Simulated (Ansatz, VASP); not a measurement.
Cu in VASP and in Ansatz

```
Cu
1.0
     0.00000    1.75888    1.75888
     1.75888    0.00000    1.75888
     1.75888    1.75888    0.00000
Cu
1
Direct
  0.00000 0.00000 0.00000
```

Alike in both runs: task relaxation of cell and atoms; functional LDA; k mesh 28 × 28 × 28; occupations fermi-dirac, width 0.15 eV; no spin polarisation.

|  | VASP | Ansatz |
| --- | --- | --- |
| version | VASP 6.6.1 | Ansatz 0.2.0 |
| potentials or method | VASP PAW LDA potentials, release 64 (Cu), cutoff 600 eV | scalar-relativistic, plane waves, PAW |
| valence electrons in the cell | 11 | 19 |

|  | VASP | Ansatz | Ansatz less VASP |
| --- | --- | --- | --- |
| gap on the k mesh at the Fermi level, each at its own relaxed structure (eV) | none | none | - |
| relaxed volume (Å³/atom) | 10.94 | 10.89 | -0.055 |
| relaxed cell length with the largest relative difference (Å) | 2.492 | 2.488 | -0.0042 |

Ansatz warns that its potentials were made for another functional, while VASP's fit it. LDA's correlation is that of Perdew and Zunger in VASP and of Perdew and Wang (1992) in Ansatz. A gap of «none» marks a metal or a gap that the smearing closes. VASP's potentials hold 11 valence electrons a cell and Ansatz's 19, so a difference there can come from the potentials and not from the codes.
